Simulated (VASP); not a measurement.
# Zr (Fm-3m) in VASP: notebook

Zr is run at these levels: PBE; tasks: single point.

All numbers are computed with VASP 6.6.1; they aren't measurements. Logs are shortened: lines on timing, memory, paths and dates and some standing lists are left out, and cuts for length are marked.

### 1 The cell of the first run

The structure is cubic, space group Fm-3m (No. 225). Conventional cell: a = 4.559 Å, b = 4.559 Å, c = 4.559 Å, α = 90.00°, β = 90.00°, γ = 90.00°. Zr (site symmetry m-3m) has 12 Zr at 3.22 Å within 4.2 Å.

This isn't the form of Zr at room conditions, which is hcp.

### 2 Single point, PBE

INCAR reads:

```
PREC     = Accurate       # precision mode
ENCUT    = 520            # plane-wave cutoff, eV
EDIFF    = 1E-6           # SCF threshold, eV
ISMEAR   = -1             # smearing method
SIGMA    = 0.06122561905347299 # smearing width, eV
LREAL    = F              # projectors in reciprocal space
LASPH    = T              # aspherical terms in the spheres
NELM     = 60             # most SCF steps
ALGO     = Normal         # electronic algorithm
ISIF     = 2              # what is computed and relaxed
LWAVE    = F              # write WAVECAR
LCHARG   = F              # write CHGCAR
GGA      = PE             # functional
NBANDS   = 12             # bands
```

KPOINTS reads:

```
regular mesh
0
Gamma
  41 41 41
```

POSCAR reads:

```
Zr
1.0
    0.0000000000      2.2795686081      2.2795686081
    2.2795686081      0.0000000000      2.2795686081
    2.2795686081      2.2795686081      0.0000000000
Zr
1
Direct
    0.0000000000      0.0000000000      0.0000000000
```

Potentials or basis: VASP PAW PBE potentials, release 64 (Zr_sv).

Started as:

```sh
$ cat potpaw_PBE.64/Zr_sv/POTCAR > POTCAR
$ mpirun -np 1 vasp_std > vasp.out
```

OUTCAR:

```text
PREC = Accurate
   ENCUT = 520
   EDIFF = 1E-6
   ISMEAR = -1
   LREAL = F
   LASPH = T
   NELM = 60
   ISIF = 2
   GGA = PE

 ion  position               nearest neighbor table
   1  0.000  0.000  0.000-

  LATTYP: Found a face centered cubic cell.
 ALAT       =     4.5591372162

  Lattice vectors:

 A1 = (   0.0000000000,   2.2795686081,   2.2795686081)
 A2 = (   2.2795686081,   0.0000000000,   2.2795686081)
 A3 = (   2.2795686081,   2.2795686081,   0.0000000000)

Analysis of symmetry for initial positions (statically):
=====================================================================
 Subroutine PRICEL returns:
 Original cell was already a primitive cell.

 Routine SETGRP: Setting up the symmetry group for a
 face centered cubic supercell.

 Subroutine GETGRP returns: Found 48 space group operations
 (whereof 48 operations were pure point group operations)
 out of a pool of 48 trial point group operations.

The static configuration has the point symmetry O_h .

Analysis of symmetry for dynamics (positions and initial velocities):
=====================================================================
 Subroutine PRICEL returns:
 Original cell was already a primitive cell.

 Routine SETGRP: Setting up the symmetry group for a
 face centered cubic supercell.

 Subroutine GETGRP returns: Found 48 space group operations
 (whereof 48 operations were pure point group operations)
 out of a pool of 48 trial point group operations.

The dynamic configuration has the point symmetry O_h .

 Subroutine INISYM returns: Found 48 space group operations
 (whereof 48 operations are pure point group operations),
 and found     1 'primitive' translations

----------------------------------------------------------------------------------------

                                     Primitive cell

  volume of cell :      23.6913

  direct lattice vectors                    reciprocal lattice vectors
     0.000000000  2.279568608  2.279568608    -0.219339746  0.219339746  0.219339746
     2.279568608  0.000000000  2.279568608     0.219339746 -0.219339746  0.219339746
     2.279568608  2.279568608  0.000000000     0.219339746  0.219339746 -0.219339746

  length of vectors
     3.223796842  3.223796842  3.223796842     0.379907585  0.379907585  0.379907585

  position of ions in fractional coordinates (direct lattice)
     0.000000000  0.000000000  0.000000000

  ion indices of the primitive-cell ions
   primitive index   ion index
                 1           1

[... 79 lines left out ...]
   POTIM  = 0.5000    time-step for ionic-motion
   TEBEG  =    0.0;   TEEND  =   0.0 temperature during run
   PSTRESS=    0.0 pullay stress
   NELECT =      12.0000    total number of electrons
   NUPDOWN=      -1.0000    fix difference up-down
   EMIN   =  10.00;   EMAX   =-10.00  energy-range for DOS
   EFERMI =   0.00;   METHOD = LEGACY
   ISMEAR =    -1;   SIGMA  =   0.06  broadening in eV -4-tet -1-fermi 0-gaus
   EFERMI_NEDOS =   21; number of points for ismear=-14 and -15
   IALGO  =     38    algorithm
   IMIX   =      4    mixing-type and parameters
     AMIX     =   0.40;   BMIX     =  1.00
     AMIX_MAG =   1.60;   BMIX_MAG =  1.00
  volume/ion in A,a.u.               =      23.69       159.88
  Fermi-wavevector in a.u.,A,eV,Ry     =   1.304986  2.466066 23.170571  1.702989
  Thomas-Fermi vector in A             =   2.435885
   LORBIT       =      0    0 simple, 1 ext, 2 COOP (PROOUT), +10 PAW based schemes
   GGA     = PE    functional components
   LHFCALC =     F    Hartree Fock is set to
   AEXX    =    0.0000 exact exchange contribution
   IVDW    =     0    specifies the selected vdW correction
   LEPSILON=     F    determine dielectric tensor
   LRPA    =     F    only Hartree local field effects (RPA)
 non-spin polarized calculation
  energy-cutoff  :      520.00
  volume of cell :       23.69
 maximum number of plane-waves:       650
   NGX = 11   NGY = 11   NGZ = 11

 number of electron      12.0000000 magnetization

 Free energy of the ion-electron system (eV)
  ---------------------------------------------------
  ext. energy  EPLUGINS =         0.00000000
  ---------------------------------------------------
  free energy    TOTEN  =        -8.48826947 eV

  energy without entropy =       -8.46896977  energy(sigma->0) =       -8.47861962

 E-fermi :   8.6903     XC(G=0): -11.0034

 val. band max:        8.6902283561   @ k =  -0.3171   0.0976   0.0000
 cond. band min:       8.6913292970   @ k =  -0.2927   0.0244   0.0000
 fundamental gap:      0.0011009409
 Fermi energy:         8.6903382893

 k-point     1 :       0.0000    0.0000    0.0000
  band No.  band energies     occupation
      1     -40.0471      2.00000
      2     -17.5872      2.00000
      3     -17.5872      2.00000
      4     -17.5872      2.00000
      5       3.1740      2.00000
      6       9.6680      0.00000
      7       9.6680      0.00000
      8       9.6680      0.00000
      9      12.0234      0.00000
     10      12.0234      0.00000
     11      19.1544      0.00000
     12      23.2620      0.00000
[... 331 lines left out ...]
 k-point    24 :       0.0732    0.0244    0.0000
  band No.  band energies     occupation
      1     -40.0412      2.00000
      2     -17.6292      2.00000
      3     -17.5957      2.00000
      4     -17.5924      2.00000
      5       3.3242      2.00000
      6       9.5219      0.00000
      7       9.7401      0.00000
      8       9.7459      0.00000
      9      11.8914      0.00000
     10      12.0151      0.00000
     11      19.4766      0.00000
     12      22.6662      0.00000

 [... further k-points ...]

------------------------ aborting loop because EDIFF is reached ----------------------------------------

  FORCE on cell =-STRESS in cart. coord.  units (eV):
  Direction    XX          YY          ZZ          XY          YZ          ZX
  --------------------------------------------------------------------------------------
  -------------------------------------------------------------------------------------
  Total       -0.2641960     -0.2641960     -0.2641960     -0.0000000     -0.0000000      0.0000000
  in kB      -17.8668852    -17.8668852    -17.8668852     -0.0000000     -0.0000000      0.0000000
  external PRESSURE =     -17.8668852 kB  Pullay stress =       0.0000000 kB

 VOLUME and BASIS-vectors are now :
 -----------------------------------------------------------------------------
  energy-cutoff  :      520.00
  volume of cell :       23.69
      direct lattice vectors                 reciprocal lattice vectors
     0.000000000  2.279568608  2.279568608    -0.219339746  0.219339746  0.219339746
     2.279568608  0.000000000  2.279568608     0.219339746 -0.219339746  0.219339746
     2.279568608  2.279568608  0.000000000     0.219339746  0.219339746 -0.219339746

 POSITION                                       TOTAL-FORCE (eV/Angst)
 -----------------------------------------------------------------------------------
      0.00000      0.00000      0.00000         0.000000      0.000000     -0.000000
 -----------------------------------------------------------------------------------
    total drift:                               -0.000000     -0.000000      0.000000

  FREE ENERGIE OF THE ION-ELECTRON SYSTEM (eV)
  ---------------------------------------------------
  free  energy   TOTEN  =        -8.4882694721 eV

  energy  without entropy=       -8.4689697650  energy(sigma->0) =       -8.47861962
```

Run time: 9.4 min. Hardware: 1 thread of Oxide Virtual Turin-like, shared host; peak memory 0.51 GiB.

What came out:

- Free energy: -8.4883 eV
- Pressure: -1.8 GPa
- Band gap on the k mesh: zero (bands 6 and 7 overlap by 1.61 eV)

### 3 Single point, PBE

This run uses another cell than the first one, of 24.16 Å³/atom.

INCAR reads:

```
SYSTEM = Zr
PREC     = Accurate       ! precision mode
ENCUT    = 520            ! plane-wave cutoff, eV
EDIFF    = 1E-6           ! SCF threshold, eV
ISMEAR   = -1             ! smearing method
SIGMA    = 0.06122561905347299 ! smearing width, eV
LREAL    = .False.        ! projectors in reciprocal space
LASPH    = .True.         ! aspherical terms in the spheres
NELM     = 100            ! most SCF steps
ALGO     = Normal         ! electronic algorithm
ISIF     = 2              ! what is computed and relaxed
LWAVE    = .False.        ! write WAVECAR
LCHARG   = .False.        ! write CHGCAR
GGA      = PE             ! functional
NBANDS   = 12             ! bands
```

KPOINTS reads:

```
Automatic mesh
0
Gamma
  41 41 41
  0 0 0
```

POSCAR reads:

```
Zr
1.0
    0.0000000000      2.2943714165      2.2943714165
    2.2943714165      0.0000000000      2.2943714165
    2.2943714165      2.2943714165      0.0000000000
Zr
1
Direct
    0.0000000000      0.0000000000      0.0000000000
```

Potentials or basis: VASP PAW PBE potentials, release 64 (Zr_sv).

Started as:

```sh
$ cat potpaw_PBE.64/Zr_sv/POTCAR > POTCAR
$ mpirun -np 1 vasp_std > vasp.out
```

It took 11 min on 1 thread of Oxide Virtual Turin-like, shared host; peak memory 0.52 GiB.

It converged, with:

```yaml
Free_energy: -8.4810 eV
Pressure: -3.4 GPa
Band_gap_on_the_k_mesh: zero (bands 6 and 7 overlap by 1.59 eV)
```

Levels at points of the mesh, in eV from the Fermi level:
```csv
k point,band 4,band 5,band 6,band 7,band 8,band 9
"(0.00, 0.00, 0.00)",-26.34,-5.48,0.97,0.97,0.97,3.27
```

Caveat: the cell stands under tension.

### 4 Single point, PBE

This run uses another cell than the first one, of 24.62 Å³/atom.

INCAR reads:

```
ALGO = Normal
EDIFF = 1E-7
ENCUT = 520
GGA = PE
ISIF = 2
ISMEAR = -1
LASPH = T
LCHARG = F
LREAL = F
LWAVE = F
NBANDS = 12
NELM = 60
PREC = Accurate
SIGMA = 0.06122561905347299
```

KPOINTS reads:

```
k-points
0
Gamma
  41 41 41
```

POSCAR reads:

```
Zr
1.0
    0.0000000000      2.3089856412      2.3089856412
    2.3089856412      0.0000000000      2.3089856412
    2.3089856412      2.3089856412      0.0000000000
Zr
1
Direct
    0.0000000000      0.0000000000      0.0000000000
```

Started as:

```sh
$ cat potpaw_PBE.64/Zr_sv/POTCAR > POTCAR
$ mpirun -np 1 vasp_std > vasp.out
```

It took 8.5 min on 1 thread of Oxide Virtual Turin-like, shared host; peak memory 0.53 GiB.

Results (log left out):

```yaml
Free_energy: -8.4693 eV
Pressure: -4.8 GPa
Band_gap_on_the_k_mesh: zero (bands 6 and 7 overlap by 1.57 eV)
```

Levels at points of the mesh, in eV from the Fermi level:
| k point | band 3 | band 4 | band 5 | band 6 | band 7 | band 8 | band 9 | band 10 |
| --- | --- | --- | --- | --- | --- | --- | --- | --- |
| (0.00, 0.00, 0.00) | -26.40 | -26.40 | -5.44 | 0.96 | 0.96 | 0.96 | 3.20 | 3.20 |

Caveat: the cell stands under tension.

### 5 Overview

| cell | gap on the mesh (eV) | pressure (GPa) |
| --- | --- | --- |
| a = 3.224 Å, angles 60.0°, 1 atom | none | -1.8 |
| a = 3.245 Å, angles 60.0°, 1 atom | none | -3.4 |
| a = 3.265 Å, angles 60.0°, 1 atom | none | -4.8 |

Alike in all rows: task single point; level PBE; potentials or basis VASP PAW PBE potentials, release 64 (Zr_sv); no spin polarisation; k mesh 41 × 41 × 41; cutoff (eV) 520; smearing fermi-dirac 0.0612256 eV.

Caveats: the cell stands under tension (at least some runs).

Total energies depend on the potentials used, so only differences within one code and one set of settings carry meaning.
